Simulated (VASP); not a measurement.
Runs of VASP 6.6.1 on Si. The structure is that of space group Fd-3m (No. 227), or close to it. The cells are those of the table. 

```tsv
level	potentials or basis	cell	k mesh	cutoff (eV)	smearing	dipole correction	grid for exact exchange (PRECFOCK)	share of exact exchange	screening parameter	tolerance level	gap on the mesh (eV)	pressure (GPa)
HSE06	VASP PAW PBE potentials, release 64 (Si)	a = 3.849 Å, angles 60.0°, 2 atoms	6 × 6 × 6	520	fermi-dirac 0.05 eV	no	Normal	0.25	0.2079 1/Å	-	1.31	(b)
LDA	VASP PAW LDA potentials, release 64 (Si)	a = 3.849 Å, angles 60.0°, 2 atoms	8 × 8 × 8	400	gaussian 0.03 eV	-	-	-	-	tight	0.53	-2.1
r2SCAN	VASP PAW PBE potentials, release 64 (Si)	a = 3.771 Å, angles 60.0°, 2 atoms	8 × 8 × 8	550	fermi-dirac 0.05 eV	no	-	-	-	-	(a)	6.6
b88 exchange, pbe correlation	VASP PAW PBE potentials, release 64 (Si)	a = 3.823 Å, angles 60.0°, 2 atoms	8 × 8 × 8	500	fermi-dirac 0.05 eV	no	-	-	-	-	0.60	3.3
revPBE+D3(BJ)	VASP PAW PBE potentials, release 64 (Si)	a = 4.033 Å, angles 60.0°, 2 atoms	8 × 8 × 8	500	gaussian 0.01 eV	no	-	-	-	-	0.88	-7.3
```

Alike in all rows: task single point; no spin polarisation.

Q: Fill in the values left out.

A: (a) 0.72; (b) -0.5.

Caveats: the PAW data sets were made with another functional, which shifts forces and pressure a little (at least some runs); the cell stands under pressure (at least some runs); three body term missing (at least some runs); the cell stands under tension (at least some runs).

A k mesh can miss the band edges.
